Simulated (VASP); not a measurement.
A run of VASP 6.6.1:

File INCAR:

```
SYSTEM = Se
  ALGO = Normal
  EDIFF = 1E-6
  EDIFFG = -0.005
  ENCUT = 600
  GGA = PE
  IBRION = 2
  ISIF = 3
  ISMEAR = -1
  LASPH = .TRUE.
  LCHARG = .FALSE.
  LREAL = .FALSE.
  LWAVE = .FALSE.
  NELM = 80
  NSW = 60
  PREC = Accurate
  PSTRESS = 660.0
  SIGMA = 0.05
```

File KPOINTS:

```
k-points
0
G
  18 18 18
  0 0 0
```

File POSCAR:

```
Se
1.0
   -1.5133626839      1.5133626839      1.5133626839
    1.5133626839     -1.5133626839      1.5133626839
    1.5133626839      1.5133626839     -1.5133626839
Se
1
Direct
    0.0000000000      0.0000000000      0.0000000000
```

Potentials or basis: VASP PAW PBE potentials, release 64 (Se).

Launch:

```console
$ cat potpaw_PBE.64/Se/POTCAR > POTCAR
$ mpirun -np 1 vasp_std > vasp.out
```

Hardware: 1 thread of Oxide Virtual Turin-like Processor, on a shared host.

**Question.** Estimate the wall time of this run.

**Answer.** Wall time 49 s on 1 thread of Oxide Virtual Turin-like Processor (shared host), peak memory 0.12 GiB. Counts: scf iterations 18, k points 195, ion steps 3.
